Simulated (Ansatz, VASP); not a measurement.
# One calculation of MgO, two programs

INCAR

```
  ALGO = Normal
  EDIFF = 1E-6
  ENCUT = 600
  GGA = PE
  GGA_COMPAT = F
  ISIF = 2
  ISMEAR = 0
  LASPH = T
  LCHARG = T
  LELF = T
  LREAL = F
  LVHAR = T
  LWAVE = F
  NBANDS = 11
  NELM = 120
  PREC = Accurate
  SIGMA = 0.05
```

The input KPOINTS:

```
k-points
0
Gamma
  10 10 10
```

File POSCAR:

```
MgO
1.0
    0.0000000000      2.1448745921      2.1448745921
    2.1448745921      0.0000000000      2.1448745921
    2.1448745921      2.1448745921      0.0000000000
Mg O
1 1
Direct
    0.0199592763      0.0199592763     -0.0199592763
    0.4696787168      0.4696787168      0.5303212832
```

Input for Ansatz:

```yaml
crystal:
  lattice:
    - [0.0, 2.1448745921, 2.1448745921]
    - [2.1448745921, 0.0, 2.1448745921]
    - [2.1448745921, 2.1448745921, 0.0]
  atoms:
    - { symbol: Mg, position: [0.0199592763, 0.0199592763, -0.0199592763] }
    - { symbol: O, position: [0.4696787168, 0.4696787168, 0.5303212832] }
basis:
  ecutwfc: 520.0
kpoints:
  mp_grid: { grid: [10, 10, 10] }
hamiltonian:
  xc: pbe
  pseudopotentials: { kind: paw, azcp: { folder: soft_1 } }
scf:
  occupations: { method: gaussian, width: 0.05 }
output:
  forces: true
  stress: true
  eigenvalues: true
```

Change from the starting cell: mode 6 frozen in at -0.129 Å, equal normal strain along x, y and z +0.0083.

Alike in both runs: task single point; functional PBE; k mesh 10 × 10 × 10; occupations gaussian, width 0.05 eV; no spin polarisation.

|  | VASP | Ansatz |
| --- | --- | --- |
| version | VASP 6.6.1 | Ansatz 0.2.0 |
| potentials or method | VASP PAW PBE potentials, release 64 (Mg, O), cutoff 600 eV | scalar-relativistic, plane waves, PAW |
| valence electrons in the cell | 8 | 16 |

|  | VASP | Ansatz | Ansatz less VASP |
| --- | --- | --- | --- |
| gap on the k mesh at the Fermi level (eV) | 4.21 | 4.23 | +0.020 |
| least direct gap on the mesh (eV) | 4.21 | 4.23 | +0.020 |
| pressure (GPa) | -0.5 | 0.5 | +0.97 |
| traceless stress, the component that is largest in VASP (GPa) | 9.47 | 9.35 | -0.127 |
| rms of the force components (eV/Å) | 0.722 | 0.714 | -0.0082 |

Atom by atom the forces differ by 0.008 eV/Å (rms over components). VASP's potentials hold 8 valence electrons a cell and Ansatz's 16, so a difference there can come from the potentials and not from the codes.
